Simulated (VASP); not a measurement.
# SiNi in VASP: notebook

SiNi is run at these levels: LDA; tasks: single point.

All numbers are computed with VASP 6.6.1; they aren't measurements. Logs are shortened: lines on timing, memory, paths and dates and some standing lists are left out, and cuts for length are marked.

## Step 1: The cell of the first run

Symmetry: Pmmn, No. 59, orthorhombic system. Conventional cell: a = 2.986 Å, b = 3.229 Å, c = 4.634 Å, α = 90.00°, β = 90.00°, γ = 90.00°. Si (site symmetry mm2) has 6 Ni at 2.31 to 2.36 Å and 6 Si at 2.64 to 2.99 Å within 3.1 Å. Ni (site symmetry mm2) has 6 Si at 2.31 to 2.36 Å and 6 Ni at 2.63 to 2.99 Å within 3.1 Å.

## Step 2: Single point, LDA, collinear spin, ferromagnetic start (11.17 Å³/atom)

Input file INCAR:

```
PREC = Accurate
ENCUT = 520
EDIFF = 1E-7
ISMEAR = -1
SIGMA = 0.05
LREAL = F
LASPH = T
NELM = 150
ALGO = Normal
ISIF = 2
LWAVE = F
LCHARG = T
ISPIN = 2
MAGMOM = 0 0 1.5 1.5
LORBIT = 11
LMAXMIX = 4
GGA = CA
LELF = T
LVHAR = T
NBANDS = 26
```

Input file KPOINTS:

```
regular mesh
0
Gamma
  11 10 7
```

Input file POSCAR:

```
SiNi
1.0
    2.9857147154      0.0000000000      0.0000000000
    0.0000000000      3.2292580901      0.0000000000
    0.0000000000      0.0000000000      4.6342689737
Si Ni
2 2
Direct
    0.5000000000      0.5000000000      0.8423000000
    0.0000000000      0.0000000000      0.1577000000
    0.5000000000      0.5000000000      0.3442200000
    0.0000000000      0.0000000000      0.6557800000
```

Potentials or basis: VASP PAW LDA potentials, release 64 (Si, Ni).

Started as:

```sh
$ cat potpaw_LDA.64/Si/POTCAR potpaw_LDA.64/Ni/POTCAR > POTCAR
$ mpirun -np 1 vasp_std > vasp.out
```

OUTCAR:

```text
PREC = Accurate
   ENCUT = 520
   EDIFF = 1E-7
   ISMEAR = -1
   LREAL = F
   LASPH = T
   NELM = 150
   ISIF = 2
   ISPIN = 2
   LORBIT = 11
   GGA = CA

 ion  position               nearest neighbor table
   1  0.500  0.500  0.842-   3 2.31   3 2.33   4 2.36   4 2.36   4 2.36   4 2.36   2 2.64   2 2.64
                             2 2.64   2 2.64
   2  0.000  0.000  0.158-   4 2.31   4 2.33   3 2.36   3 2.36   3 2.36   3 2.36   1 2.64   1 2.64
                             1 2.64   1 2.64
   3  0.500  0.500  0.344-   1 2.31   1 2.33   2 2.36   2 2.36   2 2.36   2 2.36   4 2.63   4 2.63
                             4 2.63   4 2.63
   4  0.000  0.000  0.656-   2 2.31   2 2.33   1 2.36   1 2.36   1 2.36   1 2.36   3 2.63   3 2.63
                             3 2.63   3 2.63

  LATTYP: Found a simple orthorhombic cell.
 ALAT       =     2.9857147154
 B/A-ratio  =     1.0815695396
 C/A-ratio  =     1.5521472798

  Lattice vectors:

 A1 = (   2.9857147154,   0.0000000000,   0.0000000000)
 A2 = (   0.0000000000,   3.2292580901,   0.0000000000)
 A3 = (   0.0000000000,   0.0000000000,   4.6342689737)

Analysis of symmetry for initial positions (statically):
=====================================================================
 Subroutine PRICEL returns:
 Original cell was already a primitive cell.

 Routine SETGRP: Setting up the symmetry group for a
 simple orthorhombic supercell.

 Subroutine GETGRP returns: Found  8 space group operations
 (whereof  4 operations were pure point group operations)
 out of a pool of  8 trial point group operations.

The static configuration has the point symmetry C_2v.
 The point group associated with its full space group is D_2h.

Analysis of symmetry for dynamics (positions and initial velocities):
=====================================================================
 Subroutine PRICEL returns:
 Original cell was already a primitive cell.

 Routine SETGRP: Setting up the symmetry group for a
 simple orthorhombic supercell.

 Subroutine GETGRP returns: Found  8 space group operations
 (whereof  4 operations were pure point group operations)
 out of a pool of  8 trial point group operations.

The dynamic configuration has the point symmetry C_2v.
 The point group associated with its full space group is D_2h.

Analysis of structural, dynamic, and magnetic symmetry:
=====================================================================
 Subroutine PRICEL returns:
 Original cell was already a primitive cell.

[... 138 lines left out ...]
   LHFCALC =     F    Hartree Fock is set to
   AEXX    =    0.0000 exact exchange contribution
   IVDW    =     0    specifies the selected vdW correction
   LEPSILON=     F    determine dielectric tensor
   LRPA    =     F    only Hartree local field effects (RPA)
 spin polarized calculation
  energy-cutoff  :      520.00
  volume of cell :       44.68
 maximum number of plane-waves:      1228
 NGX is ok and might be reduce to    24
   NGX = 11   NGY = 13   NGZ = 17

 number of electron      27.9999988 magnetization      -0.0001703

 number of electron      27.9999988 magnetization       0.0000128

 Free energy of the ion-electron system (eV)
  ---------------------------------------------------
  ext. energy  EPLUGINS =         0.00000000
  ---------------------------------------------------
  free energy    TOTEN  =       -27.30789455 eV

  energy without entropy =      -27.29700283  energy(sigma->0) =      -27.30244869

 E-fermi :  11.7257     XC(G=0): -12.8600

 val. band max:       11.7116969348   @ k =   0.3636   0.5000   0.4286
 cond. band min:      11.7324886769   @ k =   0.1818   0.2000   0.1429
 fundamental gap:      0.0207917421
 Fermi energy:        11.7257227912

 spin component 1

 k-point     1 :       0.0000    0.0000    0.0000
  band No.  band energies     occupation
      1      -2.3814      1.00000
      2       3.4832      1.00000
      3       5.0998      1.00000
      4       7.3716      1.00000
      5       8.0135      1.00000
      6       8.5789      1.00000
[... 685 lines left out ...]
     25      27.9471      0.00000
     26      28.5579      0.00000

 [... further k-points ...]

 spin component 2

 k-point     1 :       0.0000    0.0000    0.0000
  band No.  band energies     occupation
      1      -2.3814      1.00000
      2       3.4832      1.00000
      3       5.0998      1.00000
      4       7.3716      1.00000
      5       8.0135      1.00000
      6       8.5789      1.00000
[... 685 lines left out ...]
     25      27.9471      0.00000
     26      28.5579      0.00000

 [... further k-points ...]

------------------------ aborting loop because EDIFF is reached ----------------------------------------

  FORCE on cell =-STRESS in cart. coord.  units (eV):
  Direction    XX          YY          ZZ          XY          YZ          ZX
  --------------------------------------------------------------------------------------
  -------------------------------------------------------------------------------------
  Total       -0.6797365     -0.6682761     -0.3515872      0.0000000      0.0000000      0.0000000
  in kB      -24.3735533    -23.9626150    -12.6069872      0.0000000      0.0000000      0.0000000
  external PRESSURE =     -20.3143852 kB  Pullay stress =       0.0000000 kB

 VOLUME and BASIS-vectors are now :
 -----------------------------------------------------------------------------
  energy-cutoff  :      520.00
  volume of cell :       44.68
      direct lattice vectors                 reciprocal lattice vectors
     2.985714715  0.000000000  0.000000000     0.334928181  0.000000000  0.000000000
     0.000000000  3.229258090  0.000000000     0.000000000  0.309668652  0.000000000
     0.000000000  0.000000000  4.634268974     0.000000000  0.000000000  0.215783763

 POSITION                                       TOTAL-FORCE (eV/Angst)
 -----------------------------------------------------------------------------------
      1.49286      1.61463      3.90344         0.000000      0.000000     -0.082918
      0.00000      0.00000      0.73082         0.000000      0.000000      0.082918
      1.49286      1.61463      1.59521         0.000000      0.000000     -0.068273
      0.00000      0.00000      3.03906         0.000000      0.000000      0.068273
 -----------------------------------------------------------------------------------
    total drift:                                0.000000      0.000000      0.000000

  FREE ENERGIE OF THE ION-ELECTRON SYSTEM (eV)
  ---------------------------------------------------
  free  energy   TOTEN  =       -27.3078945464 eV

  energy  without entropy=      -27.2970028278  energy(sigma->0) =      -27.30244869

 total charge

# of ion       s       p       d       tot
------------------------------------------
    1        0.755   0.883   0.000   1.638
    2        0.755   0.883   0.000   1.638
    3        0.497   0.643   8.503   9.643
    4        0.497   0.643   8.503   9.643
--------------------------------------------------
tot          2.503   3.053  17.007  22.563

 magnetization (x)

# of ion       s       p       d       tot
------------------------------------------
    1        0.000  -0.000   0.000   0.000
    2        0.000  -0.000   0.000   0.000
    3        0.000   0.000  -0.000  -0.000
    4        0.000   0.000  -0.000  -0.000
--------------------------------------------------
tot          0.000   0.000  -0.000  -0.000
```

OSZICAR:

```text
N       E                     dE             d eps       ncg     rms          rms(c)
DAV:   1     0.147818369377E+03    0.14782E+03   -0.11623E+04 15048   0.126E+03
DAV:   2    -0.199625574742E+02   -0.16778E+03   -0.15500E+03 15122   0.265E+02
DAV:   3    -0.299721446271E+02   -0.10010E+02   -0.96417E+01 18004   0.728E+01
DAV:   4    -0.301878376199E+02   -0.21569E+00   -0.21506E+00 17702   0.971E+00
DAV:   5    -0.301936512937E+02   -0.58137E-02   -0.58124E-02 18396   0.169E+00    0.226E+01
DAV:   6    -0.350046024680E+02   -0.48110E+01   -0.41497E+01 18020   0.121E+02    0.252E+01
DAV:   7    -0.273480494216E+02    0.76566E+01   -0.17398E+01 18078   0.784E+01    0.370E+00
DAV:   8    -0.273496426810E+02   -0.15933E-02   -0.90495E-01 21880   0.842E+00    0.230E+00
DAV:   9    -0.273096341191E+02    0.40009E-01   -0.10529E-01 20614   0.454E+00    0.568E-01
DAV:  10    -0.273085237824E+02    0.11103E-02   -0.36700E-03 21402   0.606E-01    0.316E-01
DAV:  11    -0.273081149710E+02    0.40881E-03   -0.42201E-04 22578   0.233E-01    0.195E-01
DAV:  12    -0.273078978434E+02    0.21713E-03   -0.26274E-04 21064   0.265E-01    0.441E-02
DAV:  13    -0.273078971263E+02    0.71710E-06   -0.19139E-05 18478   0.357E-02    0.208E-02
DAV:  14    -0.273078949940E+02    0.21323E-05   -0.19140E-06 23576   0.189E-02    0.964E-03
DAV:  15    -0.273078945429E+02    0.45109E-06   -0.97595E-07 22694   0.123E-02    0.241E-03
DAV:  16    -0.273078945464E+02   -0.35170E-08   -0.11099E-07  8958   0.207E-03
   1 F= -.27307895E+02 E0= -.27302449E+02  d E =-.108917E-01  mag=    -0.0000
```

Run time: 98 s. Hardware: 1 thread of Intel Xeon 6975P-C (Granite Rapids), shared host; peak memory 0.32 GiB.

What came out:

```
Free energy                                           : -27.3079 eV
Pressure                                              : -2.0 GPa
Largest force                                         : 0.083 eV/Å
Band gap on the k mesh                                : zero (filled and empty bands overlap)
Net moment                                            : 0.00 μB per cell
Valence electrons inside the program's atomic spheres : Si 1.64; Ni 9.64
```

Forces on the atoms (eV/Å):
```
Si   0.000  0.000 -0.083
Si   0.000  0.000  0.083
Ni   0.000  0.000 -0.068
Ni   0.000  0.000  0.068
```

Stress tensor (GPa, compression positive):
```
-2.44  0.00  0.00
 0.00 -2.40  0.00
 0.00  0.00 -1.26
```

(Part 1 of 3 ends here.)
